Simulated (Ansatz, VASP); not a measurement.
**MgO2: VASP beside Ansatz**

File INCAR:

```
ALGO     = Normal         # electronic algorithm
EDIFF    = 1E-6           # SCF threshold, eV
ENCUT    = 520            # plane-wave cutoff, eV
GGA      = PS             # functional
ISIF     = 2              # what is computed and relaxed
ISMEAR   = 0              # smearing method
LASPH    = T              # aspherical terms in the spheres
LCHARG   = T              # write CHGCAR
LELF     = T              # ELF
LREAL    = F              # projectors in reciprocal space
LVHAR    = T            
LWAVE    = F              # write WAVECAR
NBANDS   = 14             # bands
NELM     = 80             # most SCF steps
PREC     = Accurate       # precision mode
SIGMA    = 0.05           # smearing width, eV
```

KPOINTS

```
k-points
0
Gamma
  12 12 12
```

Contents of POSCAR:

```
MgO2
1.0
    1.5838234698      0.9144209066      3.4573706250
   -1.5838234698      0.9144209066      3.4573706250
    0.0000000000     -1.8288418132      3.4573706250
Mg O
1 2
Direct
    0.0000000000      0.0000000000      0.0000000000
    0.4291433728      0.4291433728      0.4291433728
    0.5708566272      0.5708566272      0.5708566272
```

Input for Ansatz:

```yaml
crystal:
  lattice:
    - [1.5838234698, 0.9144209066, 3.457370625]
    - [-1.5838234698, 0.9144209066, 3.457370625]
    - [0.0, -1.8288418132, 3.457370625]
  atoms:
    - { symbol: Mg, position: [0.0, 0.0, 0.0] }
    - { symbol: O, position: [0.4291433728, 0.4291433728, 0.4291433728] }
    - { symbol: O, position: [0.5708566272, 0.5708566272, 0.5708566272] }
basis:
  ecutwfc: 420
kpoints:
  mp_grid: { grid: [12, 12, 12] }
hamiltonian:
  xc: pbesol
scf:
  occupations: { method: gaussian, width: 0.05 }
output:
  forces: true
  stress: true
  eigenvalues: true
  write_density: true
  write_potential: true
  elf: true
  volumetric_format: npy
```

Alike in both runs: task single point; functional PBEsol; k mesh 12 × 12 × 12; occupations gaussian, width 0.05 eV; no spin polarisation.

|  | VASP | Ansatz |
| --- | --- | --- |
| version | VASP 6.6.1 | Ansatz 0.2.0 |
| potentials or method | VASP PAW PBE potentials, release 64 (Mg, O), cutoff 520 eV | scalar-relativistic, plane waves, PAW |
| valence electrons in the cell | 14 | 22 |

VASP gave:

* gap on the k mesh at the Fermi level (eV): 2.45
* least direct gap on the mesh (eV): 2.45
* pressure (GPa): -0.1
* traceless stress, the component that is largest in VASP (GPa): 1.19
* rms of the force components (eV/Å): 0.097

Q: Which values does Ansatz return?

A: gap on the k mesh at the Fermi level (eV): 2.48; least direct gap on the mesh (eV): 2.48; pressure (GPa): 0.0; traceless stress, the component that is largest in VASP (GPa): 0.00; rms of the force components (eV/Å): 0.000.

VASP's potentials were made for PBE, not for PBEsol. Atom by atom the forces differ by 0.097 eV/Å (rms over components). VASP's potentials hold 14 valence electrons a cell and Ansatz's 22, so a difference there can come from the potentials and not from the codes.
